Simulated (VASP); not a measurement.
# GaP (F-43m) in VASP: relaxation of cell and atoms with HSE06

Aim: the relaxation of cell and atoms of GaP with HSE06.

All numbers are computed with VASP 6.6.1; they aren't measurements. Logs are shortened: lines on timing, memory, paths and dates and some standing lists are left out, and cuts for length are marked.

## 1. The cell of the first run

It takes space group F-43m (No. 216, cubic). The conventional cell has a = 5.465 Å, b = 5.465 Å, c = 5.465 Å, α = 90.00°, β = 90.00°, γ = 90.00°. Within 3.1 Å of Ga (site symmetry -43m) lie 4 P at 2.37 Å. Within 3.1 Å of P (site symmetry -43m) lie 4 Ga at 2.37 Å.

## 2. Relaxation of cell and atoms, HSE06

POSCAR reads:

```
GaP
1.0
    0.0000000000      2.7327335932      2.7327335932
    2.7327335932      0.0000000000      2.7327335932
    2.7327335932      2.7327335932      0.0000000000
Ga P
1 1
Direct
    0.0000000000      0.0000000000      0.0000000000
    0.2500000000      0.2500000000      0.2500000000
```

INCAR.step1 reads:

```
PREC = Accurate ; ENCUT = 600
EDIFF = 1E-5 ; ISMEAR = 0
SIGMA = 0.01 ; LREAL = False
LASPH = True ; NELM = 100
ALGO = Normal ; LWAVE = True
LCHARG = False ; GGA = PE
NBANDS = 16
```

INCAR.step2 reads:

```
PREC = Accurate ; ENCUT = 600
EDIFF = 1E-7 ; ISMEAR = 0
SIGMA = 0.01 ; LREAL = False
LASPH = True ; NELM = 100
ALGO = Normal ; ISIF = 3
LWAVE = False ; LCHARG = False
GGA = PE ; LHFCALC = True
HFSCREEN = 0.2079 ; PRECFOCK = Normal
IBRION = 2 ; NSW = 80
EDIFFG = -0.001 ; ISTART = 1
```

KPOINTS reads:

```
Automatic mesh
0
Gamma
  6 6 6
```

Potentials or basis: VASP PAW PBE potentials, release 64 (Ga_d, P).

Started as:

```sh
$ cat potpaw_PBE.64/Ga_d/POTCAR potpaw_PBE.64/P/POTCAR > POTCAR
$ cp INCAR.step1 INCAR
$ mpirun -np 1 vasp_std > vasp.out
$ cp INCAR.step2 INCAR
$ mpirun -np 1 vasp_std > vasp.out
```

OUTCAR:

```text
PREC = Accurate
   ENCUT = 600
   EDIFF = 1E-7
   ISMEAR = 0
   LREAL = False
   LASPH = True
   NELM = 100
   ISIF = 3
   GGA = PE
   LHFCALC = True
   HFSCREEN = 0.2079
   PRECFOCK = Normal
   IBRION = 2
   NSW = 80
   EDIFFG = -0.001
   ISTART = 1

 ion  position               nearest neighbor table
   1  0.000  0.000  0.000-   2 2.37   2 2.37   2 2.37   2 2.37
   2  0.250  0.250  0.250-   1 2.37   1 2.37   1 2.37   1 2.37

  LATTYP: Found a face centered cubic cell.
 ALAT       =     5.4654671864

  Lattice vectors:

 A1 = (   0.0000000000,   2.7327335932,   2.7327335932)
 A2 = (   2.7327335932,   0.0000000000,   2.7327335932)
 A3 = (   2.7327335932,   2.7327335932,   0.0000000000)

Analysis of symmetry for initial positions (statically):
=====================================================================
 Subroutine PRICEL returns:
 Original cell was already a primitive cell.

 Routine SETGRP: Setting up the symmetry group for a
 face centered cubic supercell.

 Subroutine GETGRP returns: Found 24 space group operations
 (whereof 24 operations were pure point group operations)
 out of a pool of 48 trial point group operations.

The static configuration has the point symmetry T_d .

Analysis of symmetry for dynamics (positions and initial velocities):
=====================================================================
 Subroutine PRICEL returns:
 Original cell was already a primitive cell.

 Routine SETGRP: Setting up the symmetry group for a
 face centered cubic supercell.

 Subroutine GETGRP returns: Found 24 space group operations
 (whereof 24 operations were pure point group operations)
 out of a pool of 48 trial point group operations.

The dynamic configuration has the point symmetry T_d .

 Subroutine INISYM returns: Found 24 space group operations
 (whereof 24 operations are pure point group operations),
 and found     1 'primitive' translations

----------------------------------------------------------------------------------------

                                     Primitive cell

  volume of cell :      40.8152

  direct lattice vectors                    reciprocal lattice vectors
     0.000000000  2.732733593  2.732733593    -0.182966975  0.182966975  0.182966975
     2.732733593  0.000000000  2.732733593     0.182966975 -0.182966975  0.182966975
     2.732733593  2.732733593  0.000000000     0.182966975  0.182966975 -0.182966975

  length of vectors
     3.864668910  3.864668910  3.864668910     0.316908097  0.316908097  0.316908097

  position of ions in fractional coordinates (direct lattice)
     0.000000000  0.000000000  0.000000000
     0.250000000  0.250000000  0.250000000

  ion indices of the primitive-cell ions
   primitive index   ion index
                 1           1
                 2           2

----------------------------------------------------------------------------------------

 KPOINTS: Automatic mesh

Automatic generation of k-mesh.
 Grid dimensions read from file:
 generate k-points for:    6    6    6

 Generating k-lattice:

  Cartesian coordinates                     Fractional coordinates (reciprocal lattice)
    -0.030494496  0.030494496  0.030494496     0.166666667  0.000000000  0.000000000
     0.030494496 -0.030494496  0.030494496     0.000000000  0.166666667  0.000000000
     0.030494496  0.030494496 -0.030494496     0.000000000  0.000000000  0.166666667

  Length of vectors
     0.052818016  0.052818016  0.052818016

  Shift w.r.t. Gamma in fractional coordinates (k-lattice)
     0.000000000  0.000000000  0.000000000

 Subroutine IBZKPT returns following result:
 ===========================================

 Found     16 irreducible k-points:

 Following reciprocal coordinates:
            Coordinates               Weight
  0.000000  0.000000  0.000000      1.000000
  0.166667  0.000000  0.000000      8.000000
  0.333333  0.000000  0.000000      8.000000
  0.500000  0.000000  0.000000      4.000000
  0.166667  0.166667  0.000000      6.000000
  0.333333  0.166667  0.000000     24.000000
[... 8 lines left out ...]
 -0.333333  0.333333  0.166667     24.000000
 -0.333333  0.500000  0.166667     12.000000
   k-points           NKPTS =     16   k-points in BZ     NKDIM =    216   number of bands    NBANDS=     13
   number of dos      NEDOS =    301   number of ions     NIONS =      2
   total plane-waves  NPLWV =  32768
   dimension x,y,z NGX =    32 NGY =   32 NGZ =   32
   dimension x,y,z NGXF=    64 NGYF=   64 NGZF=   64
   ions per type =               1   1
   NGX,Y,Z   is equivalent  to a cutoff of  13.77, 13.77, 13.77 a.u.
   NGXF,Y,Z  is equivalent  to a cutoff of  27.53, 27.53, 27.53 a.u.
 SYSTEM =  unknown system
   PREC   = accura    normal or accurate (medium, high low for compatibility)
   ISTART =      1    job   : 0-new  1-cont  2-samecut
   ICHARG =      0    charge: 1-file 2-atom 10-const
   ISPIN  =      1    spin polarized calculation?
   LNONCOLLINEAR =      F non collinear calculations
   LSORBIT =      F    spin-orbit coupling
   LASPH  =      T    aspherical Exc in radial PAW
   ENCUT  =  600.0 eV  44.10 Ry    6.64 a.u.   7.72  7.72  7.72*2*pi/ulx,y,z
   NELM   =    100;   NELMIN=  2; NELMDL=  0     # of ELM steps
   EDIFF  = 0.1E-06   stopping-criterion for ELM
   LREAL  =      F    real-space projection
   EDIFFG = -.1E-02   stopping-criterion for IOM
   NSW    =     80    number of steps for IOM
   IBRION =      2    ionic relax: 0-MD 1-quasi-New 2-CG
   NFREE  =      1    steps in history (QN), initial steepest desc. (CG)
   ISIF   =      3    stress and relaxation
   ISYM   =      3    0-nonsym 1-usesym 2-fastsym
   POTIM  = 0.5000    time-step for ionic-motion
   TEBEG  =    0.0;   TEEND  =   0.0 temperature during run
   PSTRESS=    0.0 pullay stress
   NELECT =      18.0000    total number of electrons
   NUPDOWN=      -1.0000    fix difference up-down
   EMIN   =  10.00;   EMAX   =-10.00  energy-range for DOS
   EFERMI =   0.00;   METHOD = LEGACY
   ISMEAR =     0;   SIGMA  =   0.01  broadening in eV -4-tet -1-fermi 0-gaus
   EFERMI_NEDOS =   21; number of points for ismear=-14 and -15
   IALGO  =     38    algorithm
   IMIX   =      1    mixing-type and parameters
     AMIX     =   0.40;   BMIX     =  1.00
     AMIX_MAG =   1.60;   BMIX_MAG =  1.00
  volume/ion in A,a.u.               =      20.41       137.72
  Fermi-wavevector in a.u.,A,eV,Ry     =   1.246116  2.354817 21.127186  1.552804
  Thomas-Fermi vector in A             =   2.380308
   LORBIT       =      0    0 simple, 1 ext, 2 COOP (PROOUT), +10 PAW based schemes
   GGA     = PE    functional components
   LHFCALC =     T    Hartree Fock is set to
   PRECFOCK=normal    Normal, Fast or Accurate (Low or Medium for compatibility)
   ENCUT4O =  -1.0   cutoff for four orbital integrals eV
   NKREDX  =     1    reduce k-point grid by
   NKREDY  =     1    reduce k-point grid by
   NKREDZ  =     1    reduce k-point grid by
   AEXX    =    0.2500 exact exchange contribution
   HFSCREEN=    0.2079 screening length (either q_TF or 0.3 A-1)
   HFSCREENC=   0.2079 screening length for correlation (either q_TF or 0.3 A-1)
   ENCUTFOCK=  -1.0 apply spherical cutoff to Coloumb kernel
   IVDW    =     0    specifies the selected vdW correction
   LEPSILON=     F    determine dielectric tensor
   LRPA    =     F    only Hartree local field effects (RPA)
 conjugate gradient relaxation of ions
 non-spin polarized calculation
 Gauss-broadening in eV      SIGMA  =   0.01
  energy-cutoff  :      600.00
  volume of cell :       40.82
 maximum number of plane-waves:      1380
  NGX = 24; NGY = 24; NGZ = 24

--------------------------------------- Ionic step        1  -------------------------------------------

 number of electron      18.0000000 magnetization

 Free energy of the ion-electron system (eV)
  ---------------------------------------------------
  ext. energy  EPLUGINS =         0.00000000
  ---------------------------------------------------
  free energy    TOTEN  =       -10.78036817 eV

  energy without entropy =      -10.78036817  energy(sigma->0) =      -10.78036817

------------------------ aborting loop because EDIFF is reached ----------------------------------------

  FORCE on cell =-STRESS in cart. coord.  units (eV):
  Direction    XX          YY          ZZ          XY          YZ          ZX
  --------------------------------------------------------------------------------------
  -------------------------------------------------------------------------------------
  Total       -0.0493748     -0.0493748     -0.0493748      0.0000000      0.0000000     -0.0000000
  in kB       -1.9381799     -1.9381799     -1.9381799      0.0000000      0.0000000     -0.0000000
  external PRESSURE =      -1.9381799 kB  Pullay stress =       0.0000000 kB
[... 89 lines left out ...]
  FREE ENERGIE OF THE ION-ELECTRON SYSTEM (eV)
  ---------------------------------------------------
  free  energy   TOTEN  =       -10.7804315347 eV

  energy  without entropy=      -10.7804315347  energy(sigma->0) =      -10.78043153

[... ionic steps 4 to 8 ...]

--------------------------------------- Ionic step        9  -------------------------------------------

 number of electron      18.0000001 magnetization

------------------------ aborting loop because EDIFF is reached ----------------------------------------

  FORCE on cell =-STRESS in cart. coord.  units (eV):
  Direction    XX          YY          ZZ          XY          YZ          ZX
  --------------------------------------------------------------------------------------
  -------------------------------------------------------------------------------------
  Total       -0.0063160     -0.0063160     -0.0063160      0.0000000      0.0000000      0.0000000
  in kB       -0.2485136     -0.2485136     -0.2485136      0.0000000      0.0000000      0.0000000
  external PRESSURE =      -0.2485136 kB  Pullay stress =       0.0000000 kB
[... 57 lines left out ...]
  energy  without entropy=      -10.7804315012  energy(sigma->0) =      -10.78043150

--------------------------------------- Ionic step       11  -------------------------------------------

 number of electron      18.0000001 magnetization

 Free energy of the ion-electron system (eV)
  ---------------------------------------------------
  ext. energy  EPLUGINS =         0.00000000
  ---------------------------------------------------
  free energy    TOTEN  =       -10.78043148 eV

  energy without entropy =      -10.78043148  energy(sigma->0) =      -10.78043148

 E-fermi :   4.2799     XC(G=0):  -8.1356

 val. band max:        4.1566098785   @ k =   0.0000   0.0000   0.0000
 cond. band min:       6.4610870478   @ k =   0.5000   0.5000   0.0000
 fundamental gap:      2.3044771693
 Fermi energy:         4.2799138214

 k-point     1 :       0.0000    0.0000    0.0000
  band No.  band energies     occupation
      1     -12.8913      2.00000
      2     -12.8913      2.00000
      3     -12.8913      2.00000
      4     -12.7919      2.00000
      5     -12.7919      2.00000
      6      -9.5770      2.00000
      7       4.1566      2.00000
      8       4.1566      2.00000
      9       4.1566      2.00000
     10       6.8989      0.00000
     11       8.9287      0.00000
     12       8.9287      0.00000
     13       8.9287      0.00000
[... 267 lines left out ...]
  FREE ENERGIE OF THE ION-ELECTRON SYSTEM (eV)
  ---------------------------------------------------
  free  energy   TOTEN  =       -10.7804314844 eV

  energy  without entropy=      -10.7804314844  energy(sigma->0) =      -10.78043148

 reached required accuracy - stopping structural energy minimisation
```

Wall time 2.1 h (1 thread of Intel Xeon 6975P-C (Granite Rapids), shared host); peak memory 0.31 GiB.

Results:

```
Free energy                           : -10.7804 eV
Relaxed volume                        : 20.36 Å³/atom
Relaxed cell                          : a = 3.862 Å, b = 3.862 Å, c = 3.862 Å, α = 60.00°, β = 60.00°, γ = 60.00°
Space group after relaxing (to 0.1 Å) : F-43m (No. 216)
Energy gained by relaxing             : 0.0 meV/atom
Ionic steps                           : 11
Pressure after relaxing               : 0.0 GPa
Band gap on the k mesh                : 2.30 eV (least direct gap 2.74 eV)
```

Final structure:
```xyz
2
Lattice="0.0000 2.7306 2.7306 2.7306 0.0000 2.7306 2.7306 2.7306 0.0000" Properties=species:S:1:pos:R:3 pbc="T T T"
Ga    0.0000    0.0000    0.0000
P     1.3653    1.3653    1.3653
```

Caveat: the PAW data sets were made with another functional, which shifts forces and pressure a little. A k mesh can miss the band edges.
